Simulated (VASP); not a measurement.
The system is PbO.

```xyz
2
Lattice="3.1794 0.0000 0.0000 0.0000 3.1794 0.0000 0.0000 0.0000 3.1794" Properties=species:S:1:pos:R:3 pbc="T T T"
Pb    0.0000    0.0000    0.0000
O     1.5897    1.5897    1.5897
```

Base run:

```yaml
Program: VASP 6.6.1
Functional: PBE
Potentials_or_basis: VASP PAW PBE potentials, release 64 (Pb_d, O)
Cutoff: 520 eV
k_mesh: 8 × 8 × 8
Occupations: fermi-dirac, width 0.02 eV
Spin: no spin polarisation
```

Its results: band gap on the k mesh 0.40 eV, indirect (least direct gap 0.77 eV); pressure 3.2 GPa.

**Question.** The run is repeated on the same cell with these changes: functional from PBE to PBE0; k mesh from 8 × 8 × 8 to 6 × 6 × 6. What comes out?

**Answer.** Band gap on the k mesh 0.68 eV, direct; pressure -0.9 GPa.

Several settings changed at once, so the effect can't be laid on one alone.

Caveats: spin-orbit coupling is left out, which moves the levels of the heavy elements; the PAW data sets were made with another functional, which shifts forces and pressure a little (some runs).

A k mesh can miss the band edges.
